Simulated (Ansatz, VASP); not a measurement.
## One calculation of HfN, two programs

POSCAR

```
HfN
1.0
    3.0699327642      0.0000000000      0.0000000000
   -1.5349663822      2.6586397618      0.0000000000
    0.0000000000      0.0000000000      5.3061904127
Hf N
2 2
Direct
    0.3333333333      0.6666666667      0.2500000000
    0.6666666667      0.3333333333      0.7500000000
    0.0000000000      0.0000000000      0.5000000000
    0.0000000000      0.0000000000      0.0000000000
```

Contents of INCAR.step1:

```
SYSTEM = HfN
PREC = Accurate
ENCUT = 520
ISMEAR = -1
SIGMA = 0.05
LREAL = .False.
LASPH = .True.
NELM = 60
NBANDS = 23
GGA = PE
ALGO = Normal
EDIFF = 1E-4
LWAVE = .True.
LCHARG = .False.
```

INCAR.step2

```
SYSTEM = HfN
PREC = Accurate
ENCUT = 520
EDIFF = 1E-7
ISMEAR = -1
SIGMA = 0.05
LREAL = .False.
LASPH = .True.
NELM = 60
ALGO = Normal
ISIF = 2
LWAVE = .False.
LCHARG = .True.
METAGGA = R2SCAN
LMIXTAU = .True.
LELF = .True.
LVHAR = .True.
NBANDS = 23
ISTART = 1
```

KPOINTS

```
regular mesh
0
Gamma
  10 10 5
  0 0 0
```

Contents of input.yaml:

```yaml
crystal:
  lattice:
    - [3.0699327642, 0.0, 0.0]
    - [-1.5349663822, 2.6586397618, 0.0]
    - [0.0, 0.0, 5.3061904127]
  atoms:
    - { symbol: Hf, position: [0.3333333333, 0.6666666667, 0.25] }
    - { symbol: Hf, position: [0.6666666667, 0.3333333333, 0.75] }
    - { symbol: "N", position: [0.0, 0.0, 0.5] }
    - { symbol: "N", position: [0.0, 0.0, 0.0] }
hamiltonian:
  xc: r2scan
  pseudopotentials: { kind: paw }
kpoints:
  mp_grid: { grid: [10, 10, 5] }
scf:
  occupations: { method: fermi_dirac, width: 0.05 }
output:
  forces: true
  stress: true
  eigenvalues: true
```

Alike in both runs: task single point; functional r2SCAN; k mesh 10 × 10 × 5; occupations fermi-dirac, width 0.05 eV; no spin polarisation.

|  | VASP | Ansatz |
| --- | --- | --- |
| version | VASP 6.6.1 | Ansatz 0.2.0 |
| potentials or method | VASP PAW PBE potentials, release 64 (Hf_pv, N) | Ansatz PAW |
| plane-wave cutoff (eV) | 520 | 500 |
| valence electrons in the cell | 30 | 62 |

Ansatz gave:

- gap on the k mesh at the Fermi level (eV): none
- pressure (GPa): 22.2
- traceless stress, the component that is largest in VASP (GPa): -0.25

**Question.** Which values does VASP return?

**Answer.** gap on the k mesh at the Fermi level (eV): none; pressure (GPa): 19.6; traceless stress, the component that is largest in VASP (GPa): -0.09.

VASP's potentials were made for PBE, not for r2SCAN. A gap of «none» marks a metal or a gap that the smearing closes. VASP's potentials hold 30 valence electrons a cell and Ansatz's 62, so a difference there can come from the potentials and not from the codes.

Neither program's run includes spin-orbit coupling.
